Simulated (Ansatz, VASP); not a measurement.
One calculation of Cu, two programs

Contents of INCAR:

```
  ALGO = Fast
  EDIFF = 1E-7
  ENCUT = 520
  GGA = PS
  ISIF = 2
  ISMEAR = 0
  LASPH = True
  LCHARG = False
  LREAL = False
  LWAVE = False
  NBANDS = 18
  NELM = 80
  PREC = Accurate
  SIGMA = 0.15
```

File KPOINTS:

```
k-points
0
Gamma
  18 18 14
```

File POSCAR:

```
Cu
1.0
    0.0000000000     -1.8075000000     -1.8075000000
    0.0000000000      1.8075000000     -1.8075000000
    3.6150000000      0.0000000000      0.0000000000
Cu
2
Direct
    0.4706594697      0.5000000000      0.5000000000
    0.0293405303      0.0000000000      0.0000000000
```

Input for Ansatz:

```yaml
crystal:
  lattice:
    - [0.0, -1.8075, -1.8075]
    - [0.0, 1.8075, -1.8075]
    - [3.615, 0.0, 0.0]
  atoms:
    - { symbol: Cu, position: [0.4706594697, 0.5, 0.5] }
    - { symbol: Cu, position: [0.0293405303, 0.0, 0.0] }
basis:
  ecutwfc: 420
kpoints:
  mp_grid: { grid: [18, 18, 14] }
hamiltonian:
  xc: pbesol
scf:
  occupations: { method: gaussian, width: 0.15 }
output:
  forces: true
  stress: true
  eigenvalues: true
  write_density: true
  write_potential: true
  elf: true
  volumetric_format: npy
```

Change from the starting cell: mode 4 (167.2 1/cm) frozen in, largest displacement +0.075 Å.

Alike in both runs: task single point; functional PBEsol; k mesh 18 × 18 × 14; occupations gaussian, width 0.15 eV; no spin polarisation.

|  | VASP | Ansatz |
| --- | --- | --- |
| version | VASP 6.6.1 | Ansatz 0.2.0 |
| potentials or method | VASP PAW PBE potentials, release 64 (Cu), cutoff 520 eV | scalar-relativistic, plane waves, PAW |
| valence electrons in the cell | 22 | 38 |

|  | VASP | Ansatz | Ansatz less VASP |
| --- | --- | --- | --- |
| gap on the k mesh at the Fermi level (eV) | none | none | - |
| pressure (GPa) | -5.0 | -5.7 | -0.67 |
| traceless stress, the component that is largest in VASP (GPa) | 0.76 | 0.75 | -0.014 |
| rms of the force components (eV/Å) | 0.278 | 0.278 | -0.0002 |

VASP's potentials were made for PBE, not for PBEsol. Atom by atom the forces differ by 0.000 eV/Å (rms over components). A gap of «none» marks a metal or a gap that the smearing closes. VASP's potentials hold 22 valence electrons a cell and Ansatz's 38, so a difference there can come from the potentials and not from the codes.
